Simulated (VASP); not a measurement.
Wanted: the native input for a VASP 6.6.1 run.

* Task: single point
* Functional: HSE06
* Potentials or basis: VASP PAW PBE potentials, release 64 (Ga_d, O)
* Cutoff: 520 eV
* k mesh: 4 × 4 × 4
* Occupations: fermi-dirac, width 0.01 eV
* Spin: no spin polarisation
* Dipole correction: no
* Grid for exact exchange (PRECFOCK): Fast
* Further INCAR settings: ALGO = Normal; EDIFF = 1e-06; NBANDS = 55
* Share of exact exchange: 0.25
* Screening parameter: 0.2079 1/Å

The system is Ga2O3.

```
Ga O
1.0
     2.52898    1.46010    4.54131
    -2.52898    1.46010    4.54131
     0.00000   -2.92021    4.54131
Ga O
4 6
Direct
  0.85568 0.85568 0.85568
  0.64432 0.64432 0.64432
  0.14432 0.14432 0.14432
  0.35568 0.35568 0.35568
  0.75000 0.44631 0.05369
  0.44631 0.05369 0.75000
  0.05369 0.75000 0.44631
  0.25000 0.55369 0.94631
  0.94631 0.25000 0.55369
  0.55369 0.94631 0.25000
```

One way to write it, as run:

POSCAR

```
Ga2O3
1.0
    2.5289754451      1.4601046709      4.5413080054
   -2.5289754451      1.4601046709      4.5413080054
    0.0000000000     -2.9202092911      4.5413080216
Ga O
4 6
Direct
    0.8556819677      0.8556819677      0.8556819684
    0.6443180316      0.6443180316      0.6443180321
    0.1443180318      0.1443180318      0.1443180320
    0.3556819679      0.3556819679      0.3556819682
    0.7499999998      0.4463101678      0.0536898323
    0.4463101677      0.0536898319      0.7500000001
    0.0536898320      0.7499999997      0.4463101681
    0.2499999998      0.5536898318      0.9463101681
    0.9463101676      0.2499999998      0.5536898323
    0.5536898318      0.9463101676      0.2500000003
```

INCAR.step1

```
SYSTEM = Ga2O3
  PREC = Accurate
  ENCUT = 520
  EDIFF = 1E-5
  ISMEAR = -1
  SIGMA = 0.01
  LREAL = .FALSE.
  LASPH = .TRUE.
  NELM = 120
  ALGO = Normal
  ISIF = 2
  LWAVE = .TRUE.
  LCHARG = .FALSE.
  NBANDS = 55
  GGA = PE
  GGA_COMPAT = .FALSE.
  KPAR = 8
```

INCAR.step2

```
SYSTEM = Ga2O3
  PREC = Accurate
  ENCUT = 520
  EDIFF = 1E-6
  ISMEAR = -1
  SIGMA = 0.01
  LREAL = .FALSE.
  LASPH = .TRUE.
  NELM = 120
  ALGO = Normal
  ISIF = 2
  LWAVE = .FALSE.
  LCHARG = .FALSE.
  GGA = PE
  LHFCALC = .TRUE.
  HFSCREEN = 0.2079
  PRECFOCK = Fast
  NBANDS = 55
  ISTART = 1
  GGA_COMPAT = .FALSE.
  KPAR = 8
```

KPOINTS

```
regular mesh
0
G
  4 4 4
  0 0 0
```

Potentials or basis: VASP PAW PBE potentials, release 64 (Ga_d, O).

Launch:

```sh
$ cat potpaw_PBE.64/Ga_d/POTCAR potpaw_PBE.64/O/POTCAR > POTCAR
$ cp INCAR.step1 INCAR
$ mpirun -np 8 vasp_std > vasp.out
$ cp INCAR.step2 INCAR
$ mpirun -np 8 vasp_std > vasp.out
```

Results of the run:

```json
{"Pressure": "-8.5 GPa", "Band gap on the k mesh": "4.16 eV (least direct gap 4.34 eV)"}
```

Caveat: the cell stands under tension; the PAW data sets were made with another functional, which shifts forces and pressure a little.

It took 31 min on 8 MPI ranks on Intel(R) Xeon(R) 6975P-C (Granite Rapids) (shared host), peak memory 0.42 GiB a rank.
